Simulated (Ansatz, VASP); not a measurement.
## FeO in VASP and in Ansatz

```
CELL_PARAMETERS angstrom
2.70013 -1.53453 0.00000
2.70013 1.53453 0.00000
-0.23586 0.00000 5.30435
ATOMIC_POSITIONS crystal
Fe 0.00000 0.00000 0.50000
Fe 0.00000 0.00000 0.00000
O 0.33547 0.33547 0.74430
O 0.66453 0.66453 0.25570
```

Change from the starting cell: volume scaled by 1.02.

Alike in both runs: task single point; functional PBEsol; k mesh 10 × 10 × 5; occupations fermi-dirac, width 0.05 eV; collinear spin.

|  | VASP | Ansatz |
| --- | --- | --- |
| version | VASP 6.6.1 | Ansatz 0.2.0 |
| potentials or method | VASP PAW PBE potentials, release 64 (Fe, O), cutoff 520 eV | all-electron LAPW, scalar-relativistic |

```csv
,VASP,Ansatz,Ansatz less VASP
gap on the k mesh at the Fermi level (eV),none,none,-
pressure (GPa),-19.5,-22.7,-3.19
"traceless stress, the component that is largest in VASP (GPa)",1.96,4.78,+2.815
rms of the force components (eV/Å),0.068,0.069,+0.0016
net moment per atom (μB),2.00,0.01,-1.987
size of the moment on the site where the two differ most (μB),0.31,0.01,-0.305
```

The net moments are unlike, so the other rows may belong to different states. VASP's potentials were made for PBE, not for PBEsol. Site moments also hang on the region over which each program counts them. Atom by atom the forces differ by 0.002 eV/Å (rms over components). A gap of «none» marks a metal or a gap that the smearing closes. Ansatz ran all-electron here, and VASP with PAW potentials.
